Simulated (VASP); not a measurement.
# H6C3O2 in VASP: notebook

Runs on H6C3O2. Level: PBE+D3(BJ). Tasks: single point.

Program: VASP 6.6.1. These are calculated values, not measurements. Logs are shortened: lines on timing, memory, paths and dates and some standing lists are left out, and cuts for length are marked.

### Step 1. The cell of the first run

The cell holds a disordered packing, 33 atoms: a = 7.797 Å, b = 7.797 Å, c = 7.797 Å, α = 90.00°, β = 90.00°, γ = 90.00°.

### Step 2. Single point, PBE+D3(BJ)

INCAR reads:

```
PREC = Accurate
ENCUT = 1000
EDIFF = 1E-6
ISMEAR = -1
SIGMA = 0.05
LREAL = Auto
LASPH = T
NELM = 120
ALGO = Normal
ISIF = 2
LWAVE = F
LCHARG = T
GGA = PE
IVDW = 12
LELF = T
LVHAR = T
NBANDS = 67
GGA_COMPAT = F
```

KPOINTS reads:

```
regular mesh
0
Gamma
  1 1 1
```

POSCAR reads:

```
H6C3O2
1.0
    7.7969750000      0.0000000000      0.0000000000
    0.0000000000      7.7969750000      0.0000000000
    0.0000000000      0.0000000000      7.7969750000
C O H
9 6 18
Direct
    0.7665359183      0.4393034772      0.5912373362
    0.2562374792      0.3327667635      0.5986864421
    0.8122713016      0.4932523413      0.1023420449
    0.4501844604      0.0031182999     -0.0403566484
    0.3866421469      0.1429488128      0.0808136908
    0.9656011857      0.9076142075      1.0341330697
    0.9395287089      1.0299338766      0.8838802229
    0.1054073138      0.7368082979      0.4990494754
    0.2778905046      0.8281970359      0.4883167283
    0.8481382325      0.4391606025      0.7170880589
    0.6849389103      0.4397629199      0.4653125408
    0.3497532421      0.3942380572      0.6986195849
    0.1632913048      0.2701380504      0.4987195960
    0.6737388873      0.5392688054      0.0676986849
    0.9509537848      0.4471086660      0.1367322327
    0.5718192036     -0.0521589783      0.0037494501
    0.3575930657     -0.1024830581     -0.0509247957
    0.4721720281      0.0534621444     -0.1702148041
    0.2625456879      0.1952281666      0.0393143235
    0.3693521401      0.0936991625      0.2116223526
    0.4767598400      0.2508915197      0.0872512559
    1.0495609253      0.9641267017      1.1319084712
    0.8431541323      0.8762264181      1.0962734678
    1.0248764670      0.7866961592      0.9923078778
    0.8526939979      0.9758869658      0.7869732025
    0.8843960761      1.1520032909      0.9269255316
    1.0614114300      1.0591533536      0.8196483032
    0.0094902988      0.7981783108      0.4162349386
    0.1158768222      0.6026405913      0.4572439541
    0.0551446682      0.7378741665      0.6306206110
    0.3711469171      0.7736708921      0.5787042629
    0.3331109301      0.8187703897      0.3590106951
    0.2636533881      0.9649167896      0.5184666417
```

Potentials or basis: VASP PAW PBE potentials, release 64 (C_h, O_h, H_h).

Started as:

```sh
$ cat potpaw_PBE.64/C_h/POTCAR potpaw_PBE.64/O_h/POTCAR potpaw_PBE.64/H_h/POTCAR > POTCAR
$ mpirun -np 1 vasp_gam > vasp.out
```

OUTCAR:

```text
PREC = Accurate
   ENCUT = 1000
   EDIFF = 1E-6
   ISMEAR = -1
   LREAL = Auto
   LASPH = T
   NELM = 120
   ISIF = 2
   GGA = PE
   IVDW = 12
 IVDW          = 12

 ion  position               nearest neighbor table
   1  0.767  0.439  0.591-  10 1.17  11 1.17
   2  0.256  0.333  0.599-  12 1.17  13 1.17
   3  0.812  0.493  0.102-  14 1.17  15 1.17
   4  0.450  0.003  0.960-  16 1.10  17 1.10  18 1.10
   5  0.387  0.143  0.081-  21 1.10  20 1.10  19 1.10
   6  0.966  0.908  0.034-  22 1.10  23 1.10  24 1.10
   7  0.940  0.030  0.884-  26 1.10  27 1.10  25 1.10
   8  0.105  0.737  0.499-  28 1.10  30 1.10  29 1.10
   9  0.278  0.828  0.488-  33 1.10  31 1.10  32 1.10
  10  0.848  0.439  0.717-   1 1.17
  11  0.685  0.440  0.465-   1 1.17
  12  0.350  0.394  0.699-   2 1.17
  13  0.163  0.270  0.499-   2 1.17
  14  0.674  0.539  0.068-   3 1.17
  15  0.951  0.447  0.137-   3 1.17
[... 16 lines left out ...]
  32  0.333  0.819  0.359-   9 1.10
  33  0.264  0.965  0.518-   9 1.10

  LATTYP: Found a simple cubic cell.
 ALAT       =     7.7969750000

  Lattice vectors:

 A1 = (   7.7969750000,   0.0000000000,   0.0000000000)
 A2 = (   0.0000000000,   7.7969750000,   0.0000000000)
 A3 = (   0.0000000000,   0.0000000000,   7.7969750000)

Analysis of symmetry for initial positions (statically):
=====================================================================
 Subroutine PRICEL returns:
 Original cell was already a primitive cell.

 Routine SETGRP: Setting up the symmetry group for a
 simple cubic supercell.

 Subroutine GETGRP returns: Found  1 space group operations
 (whereof  1 operations were pure point group operations)
 out of a pool of 48 trial point group operations.

The static configuration has the point symmetry C_1 .

Analysis of symmetry for dynamics (positions and initial velocities):
=====================================================================
 Subroutine PRICEL returns:
 Original cell was already a primitive cell.

 Routine SETGRP: Setting up the symmetry group for a
 simple cubic supercell.

 Subroutine GETGRP returns: Found  1 space group operations
 (whereof  1 operations were pure point group operations)
 out of a pool of 48 trial point group operations.

The dynamic configuration has the point symmetry C_1 .

 Subroutine INISYM returns: Found  1 space group operations
 (whereof  1 operations are pure point group operations),
 and found     1 'primitive' translations

----------------------------------------------------------------------------------------

                                     Primitive cell

  volume of cell :     474.0001

  direct lattice vectors                    reciprocal lattice vectors
     7.796975000  0.000000000  0.000000000     0.128254868  0.000000000  0.000000000
     0.000000000  7.796975000  0.000000000     0.000000000  0.128254868  0.000000000
     0.000000000  0.000000000  7.796975000     0.000000000  0.000000000  0.128254868

  length of vectors
     7.796975000  7.796975000  7.796975000     0.128254868  0.128254868  0.128254868

  position of ions in fractional coordinates (direct lattice)
     0.766535918  0.439303477  0.591237336
     0.256237479  0.332766763  0.598686442
     0.812271302  0.493252341  0.102342045
     0.450184460  0.003118300  0.959643352
     0.386642147  0.142948813  0.080813691
     0.965601186  0.907614208  0.034133070
[... 25 lines left out ...]
     0.333110930  0.818770390  0.359010695
     0.263653388  0.964916790  0.518466642

  ion indices of the primitive-cell ions
   primitive index   ion index
                 1           1
                 2           2
                 3           3
                 4           4
                 5           5
                 6           6
[... 25 lines left out ...]
                32          32
                33          33

----------------------------------------------------------------------------------------

 KPOINTS: regular mesh

Automatic generation of k-mesh.
 Grid dimensions read from file:
 generate k-points for:    1    1    1

 Generating k-lattice:

  Cartesian coordinates                     Fractional coordinates (reciprocal lattice)
     0.128254868  0.000000000  0.000000000     1.000000000  0.000000000  0.000000000
     0.000000000  0.128254868  0.000000000     0.000000000  1.000000000  0.000000000
     0.000000000  0.000000000  0.128254868     0.000000000  0.000000000  1.000000000

  Length of vectors
     0.128254868  0.128254868  0.128254868

  Shift w.r.t. Gamma in fractional coordinates (k-lattice)
     0.000000000  0.000000000  0.000000000

 Subroutine IBZKPT returns following result:
 ===========================================

 Found      1 irreducible k-points:

 Following reciprocal coordinates:
            Coordinates               Weight
  0.000000  0.000000  0.000000      1.000000
   k-points           NKPTS =      1   k-points in BZ     NKDIM =      1   number of bands    NBANDS=     67
   number of dos      NEDOS =    301   number of ions     NIONS =     33
   total plane-waves  NPLWV = 512000
   dimension x,y,z NGX =    80 NGY =   80 NGZ =   80
   dimension x,y,z NGXF=   160 NGYF=  160 NGZF=  160
   ions per type =               9   6  18
   NGX,Y,Z   is equivalent  to a cutoff of  17.06, 17.06, 17.06 a.u.
   NGXF,Y,Z  is equivalent  to a cutoff of  34.11, 34.11, 34.11 a.u.
 SYSTEM =  unknown system
   PREC   = accura    normal or accurate (medium, high low for compatibility)
   ISTART =      0    job   : 0-new  1-cont  2-samecut
   ICHARG =      2    charge: 1-file 2-atom 10-const
   ISPIN  =      1    spin polarized calculation?
   LNONCOLLINEAR =      F non collinear calculations
   LSORBIT =      F    spin-orbit coupling
   LASPH  =      T    aspherical Exc in radial PAW
   ENCUT  = 1000.0 eV  73.50 Ry    8.57 a.u.  20.10 20.10 20.10*2*pi/ulx,y,z
   NELM   =    120;   NELMIN=  2; NELMDL= -5     # of ELM steps
   EDIFF  = 0.1E-05   stopping-criterion for ELM
   LREAL  =      T    real-space projection
   EDIFFG = 0.1E-04   stopping-criterion for IOM
   NSW    =      0    number of steps for IOM
[... 5 lines left out ...]
   TEBEG  =    0.0;   TEEND  =   0.0 temperature during run
   PSTRESS=    0.0 pullay stress
   NELECT =      90.0000    total number of electrons
   NUPDOWN=      -1.0000    fix difference up-down
   EMIN   =  10.00;   EMAX   =-10.00  energy-range for DOS
   EFERMI =   0.00;   METHOD = LEGACY
   ISMEAR =    -1;   SIGMA  =   0.05  broadening in eV -4-tet -1-fermi 0-gaus
   EFERMI_NEDOS =   21; number of points for ismear=-14 and -15
   IALGO  =     38    algorithm
   IMIX   =      4    mixing-type and parameters
     AMIX     =   0.40;   BMIX     =  1.00
     AMIX_MAG =   1.60;   BMIX_MAG =  1.00
  volume/ion in A,a.u.               =      14.36        96.93
  Fermi-wavevector in a.u.,A,eV,Ry     =   0.940942  1.778123 12.046216  0.885372
  Thomas-Fermi vector in A             =   2.068404
   LORBIT       =      0    0 simple, 1 ext, 2 COOP (PROOUT), +10 PAW based schemes
   GGA     = PE    functional components
   LHFCALC =     F    Hartree Fock is set to
   AEXX    =    0.0000 exact exchange contribution
   IVDW    =    12    specifies the selected vdW correction
   LEPSILON=     F    determine dielectric tensor
   LRPA    =     F    only Hartree local field effects (RPA)
 non-spin polarized calculation
  energy-cutoff  :     1000.00
  volume of cell :      474.00
 maximum number of plane-waves:     17025
   NGX = 41   NGY = 41   NGZ = 41

 number of electron      90.0000001 magnetization

 Free energy of the ion-electron system (eV)
  ---------------------------------------------------
  ext. energy  EPLUGINS =         0.00000000
  ---------------------------------------------------
  free energy    TOTEN  =      -191.44571807 eV

  energy without entropy =     -191.44571807  energy(sigma->0) =     -191.44571807

 E-fermi :  -3.5485     XC(G=0):  -6.0142

 val. band max:       -4.8144704804   @ k =   0.0000   0.0000   0.0000
 cond. band min:       1.3681974124   @ k =   0.0000   0.0000   0.0000
 fundamental gap:      6.1826678928
 Fermi energy:        -3.5485259921

 k-point     1 :       0.0000    0.0000    0.0000
  band No.  band energies     occupation
      1     -26.1478      2.00000
      2     -26.0146      2.00000
      3     -25.7724      2.00000
      4     -25.1447      2.00000
      5     -25.0127      2.00000
      6     -24.7700      2.00000
[... 49 lines left out ...]
     56       3.8622      0.00000
     57       4.1747      0.00000
 [bands above 57 left out]

------------------------ aborting loop because EDIFF is reached ----------------------------------------

 Edisp (eV)   -1.17517

 E8    (eV) :    -0.2692

  FORCE on cell =-STRESS in cart. coord.  units (eV):
  Direction    XX          YY          ZZ          XY          YZ          ZX
  --------------------------------------------------------------------------------------
  -------------------------------------------------------------------------------------
  Total      -0.36510     0.03960    -0.47608     0.13143    -0.22387     0.00728
  in kB      -1.23408     0.13385    -1.60919     0.44426    -0.75669     0.02462
  external pressure =       -0.90 kB  Pullay stress =        0.00 kB

 VOLUME and BASIS-vectors are now :
 -----------------------------------------------------------------------------
  energy-cutoff  :     1000.00
  volume of cell :      474.00
      direct lattice vectors                 reciprocal lattice vectors
     7.796975000  0.000000000  0.000000000     0.128254868  0.000000000  0.000000000
     0.000000000  7.796975000  0.000000000     0.000000000  0.128254868  0.000000000
     0.000000000  0.000000000  7.796975000     0.000000000  0.000000000  0.128254868

 POSITION                                       TOTAL-FORCE (eV/Angst)
 -----------------------------------------------------------------------------------
      5.97666      3.42524      4.60986        -0.012859      0.000932      0.001473
      1.99788      2.59457      4.66794         0.017734      0.010026      0.020725
      6.33326      3.84588      0.79796         0.018336     -0.005382     -0.002239
      3.51008      0.02431      7.48232         0.011798     -0.006125      0.001430
      3.01464      1.11457      0.63010        -0.011153      0.009969     -0.006899
      7.52877      7.07665      0.26613         0.012358     -0.018692     -0.019589
[... 25 lines left out ...]
      2.59726      6.38393      2.79920        -0.005948      0.002187      0.002413
      2.05570      7.52343      4.04247         0.008056      0.023228      0.010414
 -----------------------------------------------------------------------------------
    total drift:                                0.003062     -0.003471      0.000840

  FREE ENERGIE OF THE ION-ELECTRON SYSTEM (eV)
  ---------------------------------------------------
  free  energy   TOTEN  =      -192.6208861588 eV

  energy  without entropy=     -192.6208861588  energy(sigma->0) =     -192.62088616
```

It took 3.2 min on 1 thread of Intel Xeon Platinum 8559C (Emerald Rapids), shared host; peak memory 0.88 GiB.

Results:

- Free energy: -192.6209 eV
- Pressure: -0.1 GPa
- Largest force: 0.041 eV/Å
- Band gap on the k mesh: 6.18 eV
- Dispersion energy per atom: -0.036 eV

Forces in eV/Å, atoms in the order of the input:
```
C   -0.013  0.001  0.001
C    0.018  0.010  0.021
C    0.018 -0.005 -0.002
C    0.012 -0.006  0.001
C   -0.011  0.010 -0.007
C    0.012 -0.019 -0.020
C    0.003  0.010  0.005
C    0.012 -0.016  0.035
C   -0.002  0.001 -0.040
O    0.017  0.004  0.007
O   -0.005 -0.008  0.000
O   -0.002  0.013 -0.012
O   -0.012 -0.005 -0.001
O   -0.015  0.023 -0.004
O   -0.012 -0.012  0.002
H   -0.001  0.003  0.004
H   -0.004 -0.006 -0.002
H   -0.008  0.002 -0.010
H   -0.003  0.001 -0.003
H    0.009 -0.002  0.007
H    0.007  0.011  0.003
H    0.007  0.006  0.006
H   -0.009  0.006  0.011
H    0.003 -0.007  0.009
H   -0.009 -0.007 -0.001
H   -0.010  0.017 -0.005
H    0.012 -0.012 -0.001
H   -0.008  0.008 -0.023
H   -0.014 -0.017 -0.016
H   -0.001 -0.012  0.004
H    0.008 -0.017  0.016
H   -0.006  0.002  0.002
H    0.008  0.023  0.010
```

Stress tensor (GPa, compression positive):
```
-0.12  0.04  0.00
 0.04  0.01 -0.08
 0.00 -0.08 -0.16
```

Levels at points of the mesh, in eV from the valence-band top:
```csv
k point,band 41,band 42,band 43,band 44,band 45,band 46,band 47,band 48,band 49,band 50
"(0.00, 0.00, 0.00)",-0.36,-0.29,-0.25,-0.02,0.00,6.18,7.06,7.29,7.40,7.53
```

Caveat: the k points lie up to 0.81 Å⁻¹ apart.

(Continued in part 2 of 3.)
